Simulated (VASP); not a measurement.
A run of VASP 6.6.1 is set up as follows.

Contents of INCAR:

```
PREC = Accurate
ENCUT = 520
EDIFF = 1E-7
ISMEAR = -1
SIGMA = 0.05
LREAL = F
LASPH = T
NELM = 100
ALGO = Normal
ISIF = 2
LWAVE = F
LCHARG = F
GGA = CA
NBANDS = 12
```

KPOINTS

```
Automatic mesh
0
Gamma
  12 12 12
```

The input POSCAR:

```
Li
1.0
    1.5505000000      0.8951800000      7.5883000000
   -1.5505000000      0.8951800000      7.5883000000
    0.0000000000     -1.7903600000      7.5883000000
Li
3
Direct
    0.0000000000      0.0000000000      0.0000000000
    0.2176072726      0.2176072726      0.2176072726
    0.7780000000      0.7780000000      0.7780000000
```

Potentials or basis: VASP PAW LDA potentials, release 64 (Li_sv).

Command:

```sh
$ cat potpaw_LDA.64/Li_sv/POTCAR > POTCAR
$ mpirun -np 1 vasp_std > vasp.out
```

**Question.** Estimate the band gap on the k mesh.

**Answer.** Zero (an odd number of electrons rules out a gap without spin polarisation).

**Question.** What does it give for the largest force?

**Answer.** 0.114 eV/Å.

Forces on the atoms (eV/Å):
```
Li   0.000  0.000 -0.045
Li   0.000  0.000  0.114
Li   0.000  0.000 -0.069
```
